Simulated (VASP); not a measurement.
# GaN (F-43m) in VASP: a series of runs

The runs below take GaN through single point, with r2SCAN.

All numbers are computed with VASP 6.6.1; they aren't measurements. Logs are shortened: lines on timing, memory, paths and dates and some standing lists are left out, and cuts for length are marked.

## Step 1: The cell of the first run

The structure is cubic, space group F-43m (No. 216). The conventional cell has a = 4.498 Å, b = 4.498 Å, c = 4.498 Å, α = 90.00°, β = 90.00°, γ = 90.00°. Ga (site symmetry -43m) has 4 N at 1.95 Å within 2.6 Å. N (site symmetry -43m) has 4 Ga at 1.95 Å within 2.6 Å.

## Step 2: Single point, r2SCAN

Input file POSCAR:

```
GaN
1.0
    0.0000000000      2.2489525448      2.2489525448
    2.2489525448      0.0000000000      2.2489525448
    2.2489525448      2.2489525448      0.0000000000
Ga N
1 1
Direct
    0.0000000000      0.0000000000      0.0000000000
    0.2500000000      0.2500000000      0.2500000000
```

Input file INCAR.step1:

```
ALGO = Normal
EDIFF = 1E-4
ENCUT = 520
GGA = PE
ISMEAR = 0
LASPH = True
LCHARG = False
LREAL = False
LWAVE = True
NBANDS = 16
NELM = 60
PREC = Accurate
SIGMA = 0.01
```

Input file INCAR.step2:

```
ALGO = Normal
EDIFF = 1E-7
ENCUT = 520
ISIF = 2
ISMEAR = 0
ISTART = 1
LASPH = True
LCHARG = False
LMIXTAU = True
LREAL = False
LWAVE = False
METAGGA = R2SCAN
NBANDS = 16
NELM = 60
PREC = Accurate
SIGMA = 0.01
```

Input file KPOINTS:

```
k-points
0
Gamma
  10 10 10
```

Potentials or basis: VASP PAW PBE potentials, release 64 (Ga_d, N).

Started as:

```bash
$ cat potpaw_PBE.64/Ga_d/POTCAR potpaw_PBE.64/N/POTCAR > POTCAR
$ cp INCAR.step1 INCAR
$ mpirun -np 1 vasp_std > vasp.out
$ cp INCAR.step2 INCAR
$ mpirun -np 1 vasp_std > vasp.out
```

OUTCAR:

```text
EDIFF = 1E-7
   ENCUT = 520
   ISIF = 2
   ISMEAR = 0
   ISTART = 1
   LASPH = True
   LREAL = False
   METAGGA = R2SCAN
   NELM = 60
   PREC = Accurate

 ion  position               nearest neighbor table
   1  0.000  0.000  0.000-   2 1.95   2 1.95   2 1.95   2 1.95
   2  0.250  0.250  0.250-   1 1.95   1 1.95   1 1.95   1 1.95

  LATTYP: Found a face centered cubic cell.
 ALAT       =     4.4979050896

  Lattice vectors:

 A1 = (   0.0000000000,   2.2489525448,   2.2489525448)
 A2 = (   2.2489525448,   0.0000000000,   2.2489525448)
 A3 = (   2.2489525448,   2.2489525448,   0.0000000000)

Analysis of symmetry for initial positions (statically):
=====================================================================
 Subroutine PRICEL returns:
 Original cell was already a primitive cell.

 Routine SETGRP: Setting up the symmetry group for a
 face centered cubic supercell.

 Subroutine GETGRP returns: Found 24 space group operations
 (whereof 24 operations were pure point group operations)
 out of a pool of 48 trial point group operations.

The static configuration has the point symmetry T_d .

Analysis of symmetry for dynamics (positions and initial velocities):
=====================================================================
 Subroutine PRICEL returns:
 Original cell was already a primitive cell.

 Routine SETGRP: Setting up the symmetry group for a
 face centered cubic supercell.

 Subroutine GETGRP returns: Found 24 space group operations
 (whereof 24 operations were pure point group operations)
 out of a pool of 48 trial point group operations.

The dynamic configuration has the point symmetry T_d .

 Subroutine INISYM returns: Found 24 space group operations
 (whereof 24 operations are pure point group operations),
 and found     1 'primitive' translations

----------------------------------------------------------------------------------------

                                     Primitive cell

  volume of cell :      22.7494

  direct lattice vectors                    reciprocal lattice vectors
     0.000000000  2.248952545  2.248952545    -0.222325723  0.222325723  0.222325723
     2.248952545  0.000000000  2.248952545     0.222325723 -0.222325723  0.222325723
     2.248952545  2.248952545  0.000000000     0.222325723  0.222325723 -0.222325723

  length of vectors
     3.180499190  3.180499190  3.180499190     0.385079448  0.385079448  0.385079448

  position of ions in fractional coordinates (direct lattice)
     0.000000000  0.000000000  0.000000000
     0.250000000  0.250000000  0.250000000

  ion indices of the primitive-cell ions
   primitive index   ion index
                 1           1
                 2           2

----------------------------------------------------------------------------------------

 KPOINTS: k-points

Automatic generation of k-mesh.
 Grid dimensions read from file:
 generate k-points for:   10   10   10

 Generating k-lattice:

  Cartesian coordinates                     Fractional coordinates (reciprocal lattice)
    -0.022232572  0.022232572  0.022232572     0.100000000  0.000000000  0.000000000
     0.022232572 -0.022232572  0.022232572     0.000000000  0.100000000  0.000000000
     0.022232572  0.022232572 -0.022232572     0.000000000  0.000000000  0.100000000

  Length of vectors
     0.038507945  0.038507945  0.038507945

  Shift w.r.t. Gamma in fractional coordinates (k-lattice)
     0.000000000  0.000000000  0.000000000

 Subroutine IBZKPT returns following result:
 ===========================================

 Found     47 irreducible k-points:

 Following reciprocal coordinates:
            Coordinates               Weight
  0.000000  0.000000  0.000000      1.000000
  0.100000  0.000000  0.000000      8.000000
  0.200000  0.000000  0.000000      8.000000
  0.300000  0.000000  0.000000      8.000000
  0.400000  0.000000  0.000000      8.000000
  0.500000  0.000000  0.000000      4.000000
[... 16 lines left out ...]
  0.300000  0.300000  0.000000      6.000000
  0.400000  0.300000  0.000000     24.000000
 [... further k-points ...]
   k-points           NKPTS =     47   k-points in BZ     NKDIM =     47   number of bands    NBANDS=     16
   number of dos      NEDOS =    301   number of ions     NIONS =      2
   total plane-waves  NPLWV =  13824
   dimension x,y,z NGX =    24 NGY =   24 NGZ =   24
   dimension x,y,z NGXF=    48 NGYF=   48 NGZF=   48
   ions per type =               1   1
   NGX,Y,Z   is equivalent  to a cutoff of  12.54, 12.54, 12.54 a.u.
   NGXF,Y,Z  is equivalent  to a cutoff of  25.09, 25.09, 25.09 a.u.
 SYSTEM =  unknown system
   PREC   = accura    normal or accurate (medium, high low for compatibility)
   ISTART =      1    job   : 0-new  1-cont  2-samecut
   ICHARG =      0    charge: 1-file 2-atom 10-const
   ISPIN  =      1    spin polarized calculation?
   LNONCOLLINEAR =      F non collinear calculations
   LSORBIT =      F    spin-orbit coupling
   LASPH  =      T    aspherical Exc in radial PAW
   ENCUT  =  520.0 eV  38.22 Ry    6.18 a.u.   5.91  5.91  5.91*2*pi/ulx,y,z
   NELM   =     60;   NELMIN=  2; NELMDL=  0     # of ELM steps
   EDIFF  = 0.1E-06   stopping-criterion for ELM
   LREAL  =      F    real-space projection
   EDIFFG = 0.1E-05   stopping-criterion for IOM
   NSW    =      0    number of steps for IOM
   IBRION =     -1    ionic relax: 0-MD 1-quasi-New 2-CG
   NFREE  =      0    steps in history (QN), initial steepest desc. (CG)
   ISIF   =      2    stress and relaxation
   ISYM   =      2    0-nonsym 1-usesym 2-fastsym
   POTIM  = 0.5000    time-step for ionic-motion
   TEBEG  =    0.0;   TEEND  =   0.0 temperature during run
   PSTRESS=    0.0 pullay stress
   NELECT =      18.0000    total number of electrons
   NUPDOWN=      -1.0000    fix difference up-down
   EMIN   =  10.00;   EMAX   =-10.00  energy-range for DOS
   EFERMI =   0.00;   METHOD = LEGACY
   ISMEAR =     0;   SIGMA  =   0.01  broadening in eV -4-tet -1-fermi 0-gaus
   EFERMI_NEDOS =   21; number of points for ismear=-14 and -15
   IALGO  =     38    algorithm
   IMIX   =      4    mixing-type and parameters
     AMIX     =   0.40;   BMIX     =  1.00
     AMIX_MAG =   1.60;   BMIX_MAG =  1.00
  volume/ion in A,a.u.               =      11.37        76.76
  Fermi-wavevector in a.u.,A,eV,Ry     =   1.514173  2.861371 31.194330  2.292719
  Thomas-Fermi vector in A             =   2.623866
   LORBIT       =      0    0 simple, 1 ext, 2 COOP (PROOUT), +10 PAW based schemes
   METAGGA = R2SCAN    functional components
   LHFCALC =     F    Hartree Fock is set to
   AEXX    =    0.0000 exact exchange contribution
   IVDW    =     0    specifies the selected vdW correction
   LEPSILON=     F    determine dielectric tensor
   LRPA    =     F    only Hartree local field effects (RPA)
 non-spin polarized calculation
 Gauss-broadening in eV      SIGMA  =   0.01
  energy-cutoff  :      520.00
  volume of cell :       22.75
 maximum number of plane-waves:       622
   NGX = 11   NGY = 11   NGZ = 11

 number of electron      18.0000009 magnetization

 Free energy of the ion-electron system (eV)
  ---------------------------------------------------
  ext. energy  EPLUGINS =         0.00000000
  ---------------------------------------------------
  free energy    TOTEN  =       -21.89635300 eV

  energy without entropy =      -21.89635300  energy(sigma->0) =      -21.89635300

 E-fermi :   5.2503     XC(G=0): -12.6706

 val. band max:        5.0824674708   @ k =   0.0000   0.0000   0.0000
 cond. band min:       7.2422161318   @ k =   0.0000   0.0000   0.0000
 fundamental gap:      2.1597486610
 Fermi energy:         5.2503079213

 k-point     1 :       0.0000    0.0000    0.0000
  band No.  band energies     occupation
      1     -11.7005      2.00000
      2      -8.7527      2.00000
      3      -8.7527      2.00000
      4      -8.7527      2.00000
      5      -8.3955      2.00000
      6      -8.3955      2.00000
[... 8 lines left out ...]
     15      24.8570      0.00000
     16      24.8570      0.00000

 k-point     2 :       0.1000    0.0000    0.0000
  band No.  band energies     occupation
      1     -11.5885      2.00000
      2      -8.7383      2.00000
      3      -8.7383      2.00000
      4      -8.7126      2.00000
      5      -8.3968      2.00000
      6      -8.3968      2.00000
[... 8 lines left out ...]
     15      23.4350      0.00000
     16      23.5478      0.00000

 k-point     3 :       0.2000    0.0000    0.0000
  band No.  band energies     occupation
      1     -11.3017      2.00000
      2      -8.7043      2.00000
      3      -8.7043      2.00000
      4      -8.5515      2.00000
      5      -8.3955      2.00000
      6      -8.3955      2.00000
[... 8 lines left out ...]
     15      22.6447      0.00000
     16      22.6447      0.00000

 k-point     4 :       0.3000    0.0000    0.0000
  band No.  band energies     occupation
      1     -10.9797      2.00000
      2      -8.6728      2.00000
      3      -8.6728      2.00000
      4      -8.3824      2.00000
      5      -8.3824      2.00000
      6      -8.1747      2.00000
[... 8 lines left out ...]
     15      23.2035      0.00000
     16      23.2036      0.00000
[... 324 lines left out ...]
 k-point    22 :      -0.2000    0.2000    0.0000
  band No.  band energies     occupation
      1     -10.8800      2.00000
      2      -8.6520      2.00000
      3      -8.6420      2.00000
      4      -8.4178      2.00000
      5      -8.4121      2.00000
      6      -8.0043      2.00000
[... 8 lines left out ...]
     15      23.4738      0.00000
     16      26.7181      0.00000

 k-point    23 :       0.3000    0.3000    0.0000
  band No.  band energies     occupation
      1     -10.7825      2.00000
      2      -8.5783      2.00000
      3      -8.5511      2.00000
      4      -8.5511      2.00000
      5      -8.3428      2.00000
      6      -7.9979      2.00000
[... 8 lines left out ...]
     15      27.9621      0.00000
     16      28.6983      0.00000

 k-point    24 :       0.4000    0.3000    0.0000
  band No.  band energies     occupation
      1     -10.6365      2.00000
      2      -8.5977      2.00000
      3      -8.5133      2.00000
      4      -8.5101      2.00000
      5      -8.3327      2.00000
      6      -7.5769      2.00000
[... 8 lines left out ...]
     15      28.4580      0.00000
     16      28.5421      0.00000

 [... further k-points ...]
[... 5 lines left out ...]
  --------------------------------------------------------------------------------------
  -------------------------------------------------------------------------------------
  Total        0.1564621      0.1564621      0.1564621      0.0000000      0.0000000      0.0000000
  in kB       11.0191680     11.0191680     11.0191680      0.0000000      0.0000000      0.0000000
  external PRESSURE =      11.0191680 kB  Pullay stress =       0.0000000 kB

 VOLUME and BASIS-vectors are now :
 -----------------------------------------------------------------------------
  energy-cutoff  :      520.00
  volume of cell :       22.75
      direct lattice vectors                 reciprocal lattice vectors
     0.000000000  2.248952545  2.248952545    -0.222325723  0.222325723  0.222325723
     2.248952545  0.000000000  2.248952545     0.222325723 -0.222325723  0.222325723
     2.248952545  2.248952545  0.000000000     0.222325723  0.222325723 -0.222325723

 POSITION                                       TOTAL-FORCE (eV/Angst)
 -----------------------------------------------------------------------------------
      0.00000      0.00000      0.00000         0.000000      0.000000      0.000000
      1.12448      1.12448      1.12448        -0.000000     -0.000000      0.000000
 -----------------------------------------------------------------------------------
    total drift:                                0.000008      0.000008      0.000008

  FREE ENERGIE OF THE ION-ELECTRON SYSTEM (eV)
  ---------------------------------------------------
  free  energy   TOTEN  =       -21.8963529953 eV

  energy  without entropy=      -21.8963529953  energy(sigma->0) =      -21.89635300
```

Run time: 3 min. Hardware: 1 thread of Intel Xeon 6975P-C, shared host; peak memory 0.15 GiB.

What came out:

| Item | Value |
| --- | --- |
| Free energy | -21.8964 eV |
| Pressure | 1.1 GPa |
| Band gap on the k mesh | 2.16 eV, direct |

Caveat: the PAW data sets were made with another functional, which shifts forces and pressure a little. r2SCAN opens gaps a little over a GGA but as a rule still falls short of measured ones.

## Step 3: Single point, r2SCAN (strain +1.0%)

Input file POSCAR:

```
GaN
1.0
    0.0000000000      2.2714420703      2.2714420703
    2.2714420703      0.0000000000      2.2714420703
    2.2714420703      2.2714420703      0.0000000000
Ga N
1 1
Direct
    0.0000000000      0.0000000000      0.0000000000
    0.2500000000      0.2500000000      0.2500000000
```

Input file INCAR.step1:

```
SYSTEM = GaN
ALGO = Normal
EDIFF = 1E-4
ENCUT = 520
GGA = PE
ISMEAR = 0
LASPH = .True.
LCHARG = .False.
LREAL = .False.
LWAVE = .True.
NBANDS = 16
NELM = 80
PREC = Accurate
SIGMA = 0.01
```

Input file INCAR.step2:

```
SYSTEM = GaN
ALGO = Normal
EDIFF = 1E-7
ENCUT = 520
ISIF = 2
ISMEAR = 0
ISTART = 1
LASPH = .True.
LCHARG = .False.
LMIXTAU = .True.
LREAL = .False.
LWAVE = .False.
METAGGA = R2SCAN
NBANDS = 16
NELM = 80
PREC = Accurate
SIGMA = 0.01
```

Input file KPOINTS:

```
k-points
0
Gamma
  10 10 10
  0 0 0
```

Potentials or basis: VASP PAW PBE potentials, release 64 (Ga_d, N).

Started as:

```bash
$ cat potpaw_PBE.64/Ga_d/POTCAR potpaw_PBE.64/N/POTCAR > POTCAR
$ cp INCAR.step1 INCAR
$ mpirun -np 1 vasp_std > vasp.out
$ cp INCAR.step2 INCAR
$ mpirun -np 1 vasp_std > vasp.out
```

OUTCAR:

```text
SYSTEM = GaN
   EDIFF = 1E-7
   ENCUT = 520
   ISIF = 2
   ISMEAR = 0
   ISTART = 1
   LASPH = .True.
   LREAL = .False.
   METAGGA = R2SCAN
   NELM = 80
   PREC = Accurate

 ion  position               nearest neighbor table
   1  0.000  0.000  0.000-   2 1.97   2 1.97   2 1.97   2 1.97
   2  0.250  0.250  0.250-   1 1.97   1 1.97   1 1.97   1 1.97

  LATTYP: Found a face centered cubic cell.
 ALAT       =     4.5428841406

  Lattice vectors:

 A1 = (   0.0000000000,   2.2714420703,   2.2714420703)
 A2 = (   2.2714420703,   0.0000000000,   2.2714420703)
 A3 = (   2.2714420703,   2.2714420703,   0.0000000000)

Analysis of symmetry for initial positions (statically):
=====================================================================
 Subroutine PRICEL returns:
 Original cell was already a primitive cell.

 Routine SETGRP: Setting up the symmetry group for a
 face centered cubic supercell.

 Subroutine GETGRP returns: Found 24 space group operations
 (whereof 24 operations were pure point group operations)
 out of a pool of 48 trial point group operations.

The static configuration has the point symmetry T_d .

Analysis of symmetry for dynamics (positions and initial velocities):
=====================================================================
 Subroutine PRICEL returns:
 Original cell was already a primitive cell.

 Routine SETGRP: Setting up the symmetry group for a
 face centered cubic supercell.

 Subroutine GETGRP returns: Found 24 space group operations
 (whereof 24 operations were pure point group operations)
 out of a pool of 48 trial point group operations.

The dynamic configuration has the point symmetry T_d .

 Subroutine INISYM returns: Found 24 space group operations
 (whereof 24 operations are pure point group operations),
 and found     1 'primitive' translations

----------------------------------------------------------------------------------------

                                     Primitive cell

[... 104 lines left out ...]
   EFERMI =   0.00;   METHOD = LEGACY
   ISMEAR =     0;   SIGMA  =   0.01  broadening in eV -4-tet -1-fermi 0-gaus
   EFERMI_NEDOS =   21; number of points for ismear=-14 and -15
   IALGO  =     38    algorithm
   IMIX   =      4    mixing-type and parameters
     AMIX     =   0.40;   BMIX     =  1.00
     AMIX_MAG =   1.60;   BMIX_MAG =  1.00
  volume/ion in A,a.u.               =      11.72        79.09
  Fermi-wavevector in a.u.,A,eV,Ry     =   1.499181  2.833041 30.579679  2.247543
  Thomas-Fermi vector in A             =   2.610844
   LORBIT       =      0    0 simple, 1 ext, 2 COOP (PROOUT), +10 PAW based schemes
   METAGGA = R2SCAN    functional components
   LHFCALC =     F    Hartree Fock is set to
   AEXX    =    0.0000 exact exchange contribution
   IVDW    =     0    specifies the selected vdW correction
   LEPSILON=     F    determine dielectric tensor
   LRPA    =     F    only Hartree local field effects (RPA)
 non-spin polarized calculation
 Gauss-broadening in eV      SIGMA  =   0.01
  energy-cutoff  :      520.00
  volume of cell :       23.44
 maximum number of plane-waves:       642
   NGX = 11   NGY = 11   NGZ = 11

 number of electron      17.9999987 magnetization

 Free energy of the ion-electron system (eV)
  ---------------------------------------------------
  ext. energy  EPLUGINS =         0.00000000
  ---------------------------------------------------
  free energy    TOTEN  =       -21.88925834 eV

  energy without entropy =      -21.88925834  energy(sigma->0) =      -21.88925834

 E-fermi :   4.8402     XC(G=0): -12.4953

 val. band max:        4.7614286168   @ k =   0.0000   0.0000   0.0000
 cond. band min:       6.7223015503   @ k =   0.0000   0.0000   0.0000
 fundamental gap:      1.9608729335
 Fermi energy:         4.8402178691

 k-point     1 :       0.0000    0.0000    0.0000
  band No.  band energies     occupation
      1     -11.7672      2.00000
      2      -9.0540      2.00000
      3      -9.0540      2.00000
      4      -9.0540      2.00000
      5      -8.7285      2.00000
      6      -8.7285      2.00000
[... 433 lines left out ...]
      3      -8.8352      2.00000
      4      -8.8317      2.00000
      5      -8.6708      2.00000
      6      -7.8819      2.00000
[... 8 lines left out ...]
     15      27.7129      0.00000
     16      27.8077      0.00000

 [... further k-points ...]
[... 5 lines left out ...]
  --------------------------------------------------------------------------------------
  -------------------------------------------------------------------------------------
  Total       -0.6571533     -0.6571533     -0.6571533     -0.0000000      0.0000000      0.0000000
  in kB      -44.9202632    -44.9202632    -44.9202632     -0.0000000      0.0000000      0.0000000
  external PRESSURE =     -44.9202632 kB  Pullay stress =       0.0000000 kB

 VOLUME and BASIS-vectors are now :
 -----------------------------------------------------------------------------
  energy-cutoff  :      520.00
  volume of cell :       23.44
      direct lattice vectors                 reciprocal lattice vectors
     0.000000000  2.271442070  2.271442070    -0.220124478  0.220124478  0.220124478
     2.271442070  0.000000000  2.271442070     0.220124478 -0.220124478  0.220124478
     2.271442070  2.271442070  0.000000000     0.220124478  0.220124478 -0.220124478

 POSITION                                       TOTAL-FORCE (eV/Angst)
 -----------------------------------------------------------------------------------
      0.00000      0.00000      0.00000        -0.000000     -0.000000     -0.000000
      1.13572      1.13572      1.13572         0.000000      0.000000      0.000000
 -----------------------------------------------------------------------------------
    total drift:                                0.000012      0.000012      0.000012

  FREE ENERGIE OF THE ION-ELECTRON SYSTEM (eV)
  ---------------------------------------------------
  free  energy   TOTEN  =       -21.8892583430 eV

  energy  without entropy=      -21.8892583430  energy(sigma->0) =      -21.88925834
```

Run time: 2.5 min. Hardware: 1 thread of Intel Xeon 6975P-C, shared host; peak memory 0.16 GiB.

Results:

```
Free energy            : -21.8893 eV
Pressure               : -4.5 GPa
Band gap on the k mesh : 1.96 eV, direct
```

Caveat: the cell differs from its parent crystal (strain +1.0%); the PAW data sets were made with another functional, which shifts forces and pressure a little.
